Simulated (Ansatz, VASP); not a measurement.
**One calculation of KCl, two programs**

```
CELL_PARAMETERS angstrom
0.00000 3.64345 2.36824
3.64345 0.00000 2.36824
3.64345 3.64345 0.00000
ATOMIC_POSITIONS crystal
K 0.00000 0.00000 0.00000
Cl 0.50000 0.50000 0.50000
```

Alike in both runs: task single point; functional PBE; k mesh 8 × 8 × 8; occupations gaussian, width 0.05 eV; no spin polarisation.

|  | VASP | Ansatz |
| --- | --- | --- |
| version | VASP 6.6.1 | Ansatz 0.2.0 |
| potentials or method | VASP PAW PBE potentials, release 64 (K_sv, Cl), cutoff 520 eV | scalar-relativistic, plane waves, PAW |
| valence electrons in the cell | 16 | 16 |

|  | VASP | Ansatz | Ansatz less VASP |
| --- | --- | --- | --- |
| gap on the k mesh at the Fermi level (eV) | 3.05 | 3.06 | +0.010 |
| least direct gap on the mesh (eV) | 3.05 | 3.06 | +0.010 |
| pressure (GPa) | 16.4 | 16.1 | -0.30 |
| traceless stress, the component that is largest in VASP (GPa) | 34.96 | 34.31 | -0.645 |
